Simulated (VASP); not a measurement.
# C (P-1) in VASP: further runs

The runs below take C through single point, with PBEsol.

All numbers are computed with VASP 6.6.1; they aren't measurements. Logs are shortened: lines on timing, memory, paths and dates and some standing lists are left out, and cuts for length are marked.

## Step 1: The cell of the first run

The typed cell holds 10 atoms: a = 2.459 Å, b = 3.891 Å, c = 10.565 Å, α = 83.74°, β = 86.67°, γ = 108.29°.

## Step 2: Single point, PBEsol (the part above a cut slid along it)

Input file INCAR:

```
PREC = Accurate
ENCUT = 520
EDIFF = 1E-6
ISMEAR = 0
SIGMA = 0.05
LREAL = F
LASPH = T
NELM = 100
ALGO = Normal
ISIF = 2
LWAVE = F
LCHARG = T
GGA = PS
LELF = T
LVHAR = T
NBANDS = 31
```

Input file KPOINTS:

```
regular mesh
0
Gamma
  11 7 3
```

Input file POSCAR:

```
C
1.0
   -2.1294220588     -1.2294315772      0.0088643343
    1.3950280734      0.0000000000     -3.6324024213
    4.7361467916     -9.4256420917      0.5847169567
C
10
Direct
    0.7888674466      0.1110711176      0.0666694635
    0.2555341133      0.1444044509      0.2666694635
   -0.2777992201      0.1777377842      0.4666694635
    0.1888674466      0.2110711176      0.6666694635
   -0.3444658867      0.2444044509      0.8666694635
    0.1444658867     -0.7444044509      0.9333305365
    0.2777992201      0.1222622158      0.1333305365
    0.7444658867      0.1555955491      0.3333305365
    0.2111325534      0.1889288825      0.5333305365
   -0.3222007799      0.2222622158      0.7333305365
```

Potentials or basis: VASP PAW PBE potentials, release 64 (C).

Command:

```bash
$ cat potpaw_PBE.64/C/POTCAR > POTCAR
$ mpirun -np 1 vasp_std > vasp.out
```

OUTCAR:

```text
PREC = Accurate
   ENCUT = 520
   EDIFF = 1E-6
   ISMEAR = 0
   LREAL = F
   LASPH = T
   NELM = 100
   ISIF = 2
   GGA = PS

 ion  position               nearest neighbor table
   1  0.789  0.111  0.067-   7 1.42   7 1.42   6 1.56
   2  0.256  0.144  0.267-   8 1.42   8 1.42   7 1.42
   3  0.722  0.178  0.467-   9 1.42   9 1.42   8 1.42
   4  0.189  0.211  0.667-  10 1.42  10 1.42   9 1.42
   5  0.656  0.244  0.867-   6 1.42   6 1.42  10 1.42
   6  0.144  0.256  0.933-   5 1.42   5 1.42   1 1.56
   7  0.278  0.122  0.133-   1 1.42   1 1.42   2 1.42
   8  0.744  0.156  0.333-   2 1.42   2 1.42   3 1.42
   9  0.211  0.189  0.533-   3 1.42   3 1.42   4 1.42
  10  0.678  0.222  0.733-   4 1.42   4 1.42   5 1.42

  LATTYP: Found a triclinic cell.
 ALAT       =     2.4588653652
 B/A-ratio  =     4.8434264158
 C/A-ratio  =     1.5824669617
 COS(alpha) =     0.0328543681
 COS(beta)  =     0.3138503379
 COS(gamma) =     0.4644312263

  Lattice vectors:

 A1 = (  -2.1294220588,  -1.2294315772,   0.0088643343)
 A2 = (   0.4773026740, -11.8845052461,   0.6024456253)
 A3 = (  -1.3950280734,   0.0000000000,   3.6324024213)

Analysis of symmetry for initial positions (statically):
=====================================================================
 Subroutine PRICEL returns:
 Original cell was already a primitive cell.

 Routine SETGRP: Setting up the symmetry group for a
 triclinic supercell.

 Subroutine GETGRP returns: Found  2 space group operations
 (whereof  1 operations were pure point group operations)
 out of a pool of  2 trial point group operations.

The static configuration has the point symmetry C_1 .
 The point group associated with its full space group is S_2 .

Analysis of symmetry for dynamics (positions and initial velocities):
=====================================================================
 Subroutine PRICEL returns:
 Original cell was already a primitive cell.

 Routine SETGRP: Setting up the symmetry group for a
 triclinic supercell.

 Subroutine GETGRP returns: Found  2 space group operations
 (whereof  1 operations were pure point group operations)
 out of a pool of  2 trial point group operations.

The dynamic configuration has the point symmetry C_1 .
 The point group associated with its full space group is S_2 .

 Subroutine INISYM returns: Found  2 space group operations
[... 119 lines left out ...]
   ISIF   =      2    stress and relaxation
   ISYM   =      2    0-nonsym 1-usesym 2-fastsym
   POTIM  = 0.5000    time-step for ionic-motion
   TEBEG  =    0.0;   TEEND  =   0.0 temperature during run
   PSTRESS=    0.0 pullay stress
   NELECT =      40.0000    total number of electrons
   NUPDOWN=      -1.0000    fix difference up-down
   EMIN   =  10.00;   EMAX   =-10.00  energy-range for DOS
   EFERMI =   0.00;   METHOD = LEGACY
   ISMEAR =     0;   SIGMA  =   0.05  broadening in eV -4-tet -1-fermi 0-gaus
   EFERMI_NEDOS =   21; number of points for ismear=-14 and -15
   IALGO  =     38    algorithm
   IMIX   =      4    mixing-type and parameters
     AMIX     =   0.40;   BMIX     =  1.00
     AMIX_MAG =   1.60;   BMIX_MAG =  1.00
  volume/ion in A,a.u.               =       9.49        64.07
  Fermi-wavevector in a.u.,A,eV,Ry     =   1.227269  2.319202 20.492948  1.506189
  Thomas-Fermi vector in A             =   2.362239
   LORBIT       =      0    0 simple, 1 ext, 2 COOP (PROOUT), +10 PAW based schemes
   GGA     = PS    functional components
   LHFCALC =     F    Hartree Fock is set to
   AEXX    =    0.0000 exact exchange contribution
   IVDW    =     0    specifies the selected vdW correction
   LEPSILON=     F    determine dielectric tensor
   LRPA    =     F    only Hartree local field effects (RPA)
 non-spin polarized calculation
 Gauss-broadening in eV      SIGMA  =   0.05
  energy-cutoff  :      520.00
  volume of cell :       94.94
 maximum number of plane-waves:      2583
   NGX =  9   NGY = 15   NGZ = 39

 number of electron      40.0000003 magnetization

 Free energy of the ion-electron system (eV)
  ---------------------------------------------------
  ext. energy  EPLUGINS =         0.00000000
  ---------------------------------------------------
  free energy    TOTEN  =       -93.82659074 eV

  energy without entropy =      -93.82658961  energy(sigma->0) =      -93.82659017

 E-fermi :   4.0023     XC(G=0): -10.0318

 val. band max:        3.8791392424   @ k =  -0.3636  -0.4286   0.3333
 cond. band min:       4.1258195506   @ k =  -0.3636  -0.4286   0.3333
 fundamental gap:      0.2466803082
 Fermi energy:         4.0023287662

 k-point     1 :       0.0000    0.0000    0.0000
  band No.  band energies     occupation
      1     -15.6454      2.00000
      2     -14.6833      2.00000
      3     -14.6550      2.00000
      4     -11.8899      2.00000
      5     -11.7962      2.00000
      6      -7.3535      2.00000
[... 805 lines left out ...]
     30      13.3199      0.00000
     31      13.5540      0.00000

 [... further k-points ...]

------------------------ aborting loop because EDIFF is reached ----------------------------------------

  FORCE on cell =-STRESS in cart. coord.  units (eV):
  Direction    XX          YY          ZZ          XY          YZ          ZX
  --------------------------------------------------------------------------------------
  -------------------------------------------------------------------------------------
  Total       -9.0829316     12.3883357     -0.9184300      2.8764959     -2.6368000     -2.8649661
  in kB     -153.2750374    209.0539371    -15.4985643     48.5410479    -44.4961640    -48.3464820
  external PRESSURE =      13.4267785 kB  Pullay stress =       0.0000000 kB

 VOLUME and BASIS-vectors are now :
 -----------------------------------------------------------------------------
  energy-cutoff  :      520.00
  volume of cell :       94.94
      direct lattice vectors                 reciprocal lattice vectors
    -2.129422059 -1.229431577  0.008864334    -0.360611610 -0.189789605 -0.138493278
     1.395028073  0.000000000 -3.632402421     0.006691532 -0.013556400 -0.272730003
     4.736146792 -9.425642092  0.584716957     0.047036297 -0.081338402  0.018064341

 POSITION                                       TOTAL-FORCE (eV/Angst)
 -----------------------------------------------------------------------------------
     -1.20913     -1.59826     -0.35748        -5.134383     -3.153483     -2.620665
      0.92029     -2.82769     -0.36634        -0.469444     -0.496139      0.496290
      0.92029     -5.28656     -0.36634        -0.075892     -0.029910     -0.061470
      3.04972     -6.51599     -0.37521        -0.064734     -0.001123      0.045627
      3.04972     -8.97485     -0.37521        -0.739324      0.617626     -0.819589
      4.46932     -8.97485     -0.38141         5.134383      3.153483      2.620665
      0.21048     -1.59826     -0.36368         0.739324     -0.617626      0.819589
      0.21048     -4.05712     -0.36368         0.064734      0.001123     -0.045627
      2.33990     -5.28656     -0.37255         0.075892      0.029910      0.061470
      2.33990     -7.74542     -0.37255         0.469444      0.496139     -0.496290
 -----------------------------------------------------------------------------------
    total drift:                               -0.000001     -0.000000      0.000000

  FREE ENERGIE OF THE ION-ELECTRON SYSTEM (eV)
  ---------------------------------------------------
  free  energy   TOTEN  =       -93.8265907429 eV

  energy  without entropy=      -93.8265896053  energy(sigma->0) =      -93.82659017
```

OSZICAR:

```text
N       E                     dE             d eps       ncg     rms          rms(c)
DAV:   1     0.135948339495E+03    0.13595E+03   -0.20235E+04  7192   0.119E+03
DAV:   2    -0.882620855169E+02   -0.22421E+03   -0.21582E+03  9258   0.253E+02
DAV:   3    -0.995957399494E+02   -0.11334E+02   -0.11258E+02  9216   0.558E+01
DAV:   4    -0.997566903117E+02   -0.16095E+00   -0.16073E+00  9723   0.741E+00
DAV:   5    -0.997602834512E+02   -0.35931E-02   -0.35923E-02  9442   0.104E+00    0.142E+01
DAV:   6    -0.952439681276E+02    0.45163E+01   -0.42701E+00  8872   0.939E+00    0.819E+00
DAV:   7    -0.938072000757E+02    0.14368E+01   -0.47712E+00  8815   0.100E+01    0.207E+00
DAV:   8    -0.938238432374E+02   -0.16643E-01   -0.18836E-01  8572   0.201E+00    0.430E-01
DAV:   9    -0.938258422773E+02   -0.19990E-02   -0.70630E-03  9601   0.472E-01    0.973E-02
DAV:  10    -0.938264192029E+02   -0.57693E-03   -0.83277E-04  8984   0.160E-01    0.436E-02
DAV:  11    -0.938265538785E+02   -0.13468E-03   -0.12654E-04  8929   0.598E-02    0.199E-02
DAV:  12    -0.938265872794E+02   -0.33401E-04   -0.46486E-05  8709   0.365E-02    0.624E-03
DAV:  13    -0.938265901768E+02   -0.28974E-05   -0.51822E-06  9682   0.120E-02    0.246E-03
DAV:  14    -0.938265907429E+02   -0.56605E-06   -0.92669E-07  6348   0.501E-03
   1 F= -.93826591E+02 E0= -.93826590E+02  d E =-.113761E-05
```

Run time: 2.9 min. Hardware: 1 thread of AMD EPYC 9R45 (Zen 5), shared host; peak memory 0.31 GiB.

Results:

```yaml
Free_energy: -93.8266 eV
Pressure: 1.3 GPa
Largest_force: 6.571 eV/Å
```

Forces in eV/Å, atoms in the order of the input:
```
C   -5.134 -3.153 -2.621
C   -0.469 -0.496  0.496
C   -0.076 -0.030 -0.061
C   -0.065 -0.001  0.046
C   -0.739  0.618 -0.820
C    5.134  3.153  2.621
C    0.739 -0.618  0.820
C    0.065  0.001 -0.046
C    0.076  0.030  0.061
C    0.469  0.496 -0.496
```

Caveat: the cell differs from its parent crystal (the part above a cut slid along it); the stress differs along the axes, from -15 to 21 GPa; this functional lacks dispersion, which binds layers or chains, so the pressure and a relaxed spacing across them are unreliable; the PAW data sets were made with another functional, which shifts forces and pressure a little.

## Step 3: Single point, PBEsol (the part above a cut slid along it)

Input file INCAR:

```
SYSTEM = C
PREC     = Accurate       ! precision mode
ENCUT    = 520            ! plane-wave cutoff, eV
EDIFF    = 1E-7           ! SCF threshold, eV
ISMEAR   = 0              ! smearing method
SIGMA    = 0.05           ! smearing width, eV
LREAL    = .FALSE.        ! projectors in reciprocal space
LASPH    = .TRUE.         ! aspherical terms in the spheres
NELM     = 80             ! most SCF steps
ALGO     = Normal         ! electronic algorithm
ISIF     = 2              ! what is computed and relaxed
LWAVE    = .FALSE.        ! write WAVECAR
LCHARG   = .TRUE.         ! write CHGCAR
GGA      = PS             ! functional
LELF     = .TRUE.         ! ELF
LVHAR    = .TRUE.       
NBANDS   = 31             ! bands
```

Input file KPOINTS:

```
Automatic mesh
0
G
  11 7 3
  0 0 0
```

Input file POSCAR:

```
C
1.0
   -2.1294220588     -1.2294315772      0.0088643343
    1.3950280734      0.0000000000     -3.6324024213
    5.2257427819     -8.6060210402      3.0004090147
C
10
Direct
    0.8333137556      0.1555174266      0.0666694635
    0.4333137556      0.3221840932      0.2666694635
    0.0333137556      0.4888507599      0.4666694635
    0.6333137556      0.6555174266      0.6666694635
    0.2333137556      0.8221840932      0.8666694635
    0.7666862444     -0.1221840932      0.9333305365
    0.3666862444      0.2111492401      0.1333305365
    0.9666862444      0.3778159068      0.3333305365
    0.5666862444      0.5444825735      0.5333305365
    0.1666862444      0.7111492401      0.7333305365
```

Potentials or basis: VASP PAW PBE potentials, release 64 (C).

Command:

```bash
$ cat potpaw_PBE.64/C/POTCAR > POTCAR
$ mpirun -np 1 vasp_std > vasp.out
```

Run time: 4 min. Hardware: 1 thread of Oxide Virtual Turin-like, shared host; peak memory 0.3 GiB.

Results (log left out):

| Property | Result |
| --- | --- |
| Free energy | -95.1691 eV |
| Pressure | -3.8 GPa |
| Largest force | 4.974 eV/Å |

Forces in eV/Å, atoms in the order of the input:
```
C   -3.141  1.691  3.467
C   -0.073 -0.263 -0.456
C   -0.006 -0.040  0.053
C    0.009 -0.059 -0.022
C    0.231 -0.751  0.277
C    3.141 -1.691 -3.467
C   -0.231  0.751 -0.277
C   -0.009  0.059  0.022
C    0.006  0.040 -0.053
C    0.073  0.263  0.456
```

Stress tensor (GPa, compression positive):
```
-7.20  7.06  3.78
 7.06 -1.73 -2.49
 3.78 -2.49 -2.43
```

Caveat: the cell differs from its parent crystal (the part above a cut slid along it); the stress differs along the axes, from -7 to -2 GPa; this functional lacks dispersion, which binds layers or chains, so the pressure and a relaxed spacing across them are unreliable; the PAW data sets were made with another functional, which shifts forces and pressure a little.

[end of part 1 of 2]
